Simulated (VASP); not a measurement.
Here is a VASP 6.6.1 calculation.

Contents of INCAR:

```
PREC = Accurate ; ENCUT = 820
EDIFF = 1E-6 ; ISMEAR = -1
SIGMA = 0.05 ; LREAL = False
LASPH = True ; NELM = 120
ALGO = Normal ; ISIF = 2
LWAVE = False ; LCHARG = True
GGA = RE ; LELF = True
LVHAR = True ; NBANDS = 33
GGA_COMPAT = False
```

The input KPOINTS:

```
regular mesh
0
Gamma
  10 10 5
```

The input POSCAR:

```
CuO
1.0
    2.3726673498     -1.7338196878      0.0000000000
    2.3726673498      1.7338196878      0.0000000000
   -0.8612132810      0.0000000000      5.1244279405
Cu O
2 2
Direct
    0.5000000000      0.0000000000      0.5000000000
    0.0000000000      0.5000000000      0.0000000000
    0.4184000000      0.5816000000      0.7500000000
    0.5816000000      0.4184000000      0.2500000000
```

Potentials or basis: VASP PAW PBE potentials, release 64 (Cu_sv_GW, O).

Run with:

```bash
$ cat potpaw_PBE.64/Cu_sv_GW/POTCAR potpaw_PBE.64/O/POTCAR > POTCAR
$ mpirun -np 1 vasp_std > vasp.out
```

(1) What does it give for the pressure?

(2) Estimate the band gap on the k mesh.

Results:

(1) 2.1 GPa.

(2) zero (bands 25 and 26 overlap by 0.59 eV).

Caveat: the PAW data sets were made with another functional, which shifts forces and pressure a little; semilocal functionals often make such compounds metallic where correlation or magnetic order opens a gap, which also shifts bond lengths.
